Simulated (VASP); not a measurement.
Set up this calculation in VASP 6.6.1, as the native input.

```
Task                   : relaxation of cell and atoms
Functional             : PBEsol
Potentials or basis    : VASP PAW PBE potentials, release 64 (Nb_sv)
Cutoff                 : 600 eV
k mesh                 : 11 × 11 × 11
Occupations            : fermi-dirac, width 0.05 eV
Spin                   : no spin polarisation
Target pressure        : 10 GPa
Dipole correction      : no
Further INCAR settings : ALGO = Fast; EDIFF = 1e-06; IBRION = 2; EDIFFG = -0.01; NSW = 60; ISIF = 3
```

The structure of Nb lies in POSCAR:

```
Nb
1.0
    0.0000000000      2.1150000000      2.1150000000
    2.1150000000      0.0000000000      2.1150000000
    2.1150000000      2.1150000000      0.0000000000
Nb
1
Direct
    0.0000000000      0.0000000000      0.0000000000
```

One way to write it, as run:

INCAR

```
  PREC = Accurate
  ENCUT = 600
  EDIFF = 1E-6
  ISMEAR = -1
  SIGMA = 0.05
  LREAL = False
  LASPH = True
  NELM = 100
  ALGO = Fast
  ISIF = 3
  LWAVE = False
  LCHARG = False
  GGA = PS
  IBRION = 2
  NSW = 60
  EDIFFG = -0.01
  PSTRESS = 100.0
```

KPOINTS

```
Automatic mesh
0
Gamma
  11 11 11
```

Potentials or basis: VASP PAW PBE potentials, release 64 (Nb_sv).

Launch:

```console
$ cat potpaw_PBE.64/Nb_sv/POTCAR > POTCAR
$ mpirun -np 1 vasp_std > vasp.out
```

Results of the run:

The relaxed volume is 17.14 Å³/atom. The relaxed cell is a = 2.894 Å, b = 2.894 Å, c = 2.894 Å, α = 60.00°, β = 60.00°, γ = 60.00°. The space group after relaxing (to 0.05 Å) is Fm-3m (No. 225) and the energy change on relaxing (the enthalpy is what falls) is +5.9 meV/atom. The ionic steps are 5. The pressure after relaxing is 10.0 GPa.

Caveat: the cell is relaxed towards a set pressure, so the enthalpy falls and the energy may rise; the PAW data sets were made with another functional, which shifts forces and pressure a little.

It took 41 s on 1 thread of Intel(R) Xeon(R) 6975P-C (Granite Rapids), on a shared host, peak memory 0.15 GiB.
